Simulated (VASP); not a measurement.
Li3HfC2:

```
Li Hf C
1.0
     6.44249    0.00000    0.00000
    -3.22124    5.57936    0.00000
     0.00000    0.00000    2.63817
Li Hf C
3 1 2
Direct
  0.50000 0.00000 0.50000
  0.00000 0.50000 0.50000
  0.50000 0.50000 0.50000
  0.00000 0.00000 0.50000
  0.33333 0.66667 0.50000
  0.66667 0.33333 0.50000
```

| Property | Result |
| --- | --- |
| Program | VASP 6.6.1 |
| Task | relaxation of cell and atoms |
| Functional | PBE |
| Potentials or basis | VASP PAW PBE potentials, release 64 (Li_sv, Hf_pv, C) |
| Cutoff | 600 eV |
| k mesh | 6 × 6 × 14 |
| Occupations | gaussian, width 0.1 eV |
| Spin | no spin polarisation |

At the start: pressure -0.4 GPa; volume 15.80 Å³/atom.

**Question.** How do energy, volume and symmetry change on relaxing?

**Answer.** Over 3 steps the energy falls by 5.0 meV/atom and the volume is 15.61 Å³/atom (-1.2 %); space group P6/mmm (No. 191, to 0.05 Å).

The path:
| step | energy change (eV) | largest force (eV/Å) | pressure (GPa) | volume (Å³) |
| --- | --- | --- | --- | --- |
| 1 | 0.0000 | 0.0000 | -0.40 | 94.83 |
| 2 | -0.0218 | 0.0000 | -0.24 | 94.28 |
| 3 | -0.0301 | 0.0000 | 0.03 | 93.67 |

Final structure:
```
Li Hf C
1.0
     6.49848    0.00000    0.00000
    -3.24924    5.62785    0.00000
     0.00000    0.00000    2.56112
Li Hf C
3 1 2
Direct
  0.50000 0.00000 0.50000
  0.00000 0.50000 0.50000
  0.50000 0.50000 0.50000
  0.00000 0.00000 0.50000
  0.33333 0.66667 0.50000
  0.66667 0.33333 0.50000
```

Caveat: the cutoff is under 1.25 times the usual one of these potentials, so pressure, stress and relaxed cells hold a basis-set (Pulay) error.
